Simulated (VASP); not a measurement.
## LiF: relaxation of cell and atoms with PBE

The system is LiF.

```
Li F
1.0
     0.00000    1.69060    1.69060
     1.69060    0.00000    1.69060
     1.69060    1.69060    0.00000
Li F
1 1
Direct
  0.00000 0.00000 0.00000
  0.50000 0.50000 0.50000
```

```json
{
 "Program": "VASP 6.6.1",
 "Task": "relaxation of cell and atoms",
 "Functional": "PBE",
 "Potentials or basis": "VASP PAW PBE potentials, release 64 (Li_sv, F_h)",
 "Cutoff": "910 eV",
 "k mesh": "12 × 12 × 12",
 "Occupations": "fermi-dirac, width 0.02 eV",
 "Spin": "no spin polarisation",
 "Dipole correction": "no",
 "Second run": "hard_potentials",
 "Further INCAR settings": "ALGO = Normal; EDIFF = 1e-07; IBRION = 2; EDIFFG = -0.005; NSW = 80; ISIF = 3"
}
```

| Item | Value |
| --- | --- |
| Relaxed volume | 6.84 Å³/atom |
| Relaxed cell | a = 2.685 Å, b = 2.685 Å, c = 2.685 Å, α = 60.00°, β = 60.00°, γ = 60.00° |
| Space group after relaxing (to 0.05 Å) | Fm-3m (No. 225) |
| Energy gained by relaxing | 622.3 meV/atom |
| Ionic steps | 4 |
| Pressure after relaxing | 0.1 GPa |
| Band gap on the k mesh | 10.82 eV, indirect (least direct gap 10.83 eV) |

The path:
```csv
step,energy change (eV),largest force (eV/Å),pressure (GPa),volume (Å³)
1,0.0000,0.0000,119.89,9.66
2,-1.0441,0.0000,-31.40,15.65
3,-1.2440,0.0000,1.67,13.60
4,-1.2445,0.0000,0.06,13.69
```

Final structure:
```xyz
2
Lattice="0.0000 1.8986 1.8986 1.8986 0.0000 1.8986 1.8986 1.8986 0.0000" Properties=species:S:1:pos:R:3 pbc="T T T"
Li    0.0000    1.8986    1.8986
F     1.8986    1.8986    1.8986
```

Levels at points of the mesh, in eV from the valence-band top:
```
           k point  band 2  band 3  band 4  band 5  band 6  band 7  band 8  band 9
(0.00, 0.00, 0.00)  -20.55   -0.01   -0.01   -0.01   10.82   26.11   26.11   26.11
(0.50, 0.00, 0.00)  -19.98   -3.11   -0.30   -0.30   11.75   18.96   20.33   20.33
(0.50, 0.50, 0.00)  -19.55   -3.86   -1.30   -1.30   16.59   17.29   19.71   22.44
```

It took 31 s on 1 thread of Intel(R) Xeon(R) Platinum 8259CL CPU @ 2.50GHz (Skylake/Cascade Lake) (shared host), peak memory 0.14 GiB.

Caveat: the cutoff is under 1.25 times the usual one of these potentials, so pressure, stress and relaxed cells hold a basis-set (Pulay) error; the volume moved by over 15 % at a fixed basis, so the end points are rough. A k mesh can miss the band edges.
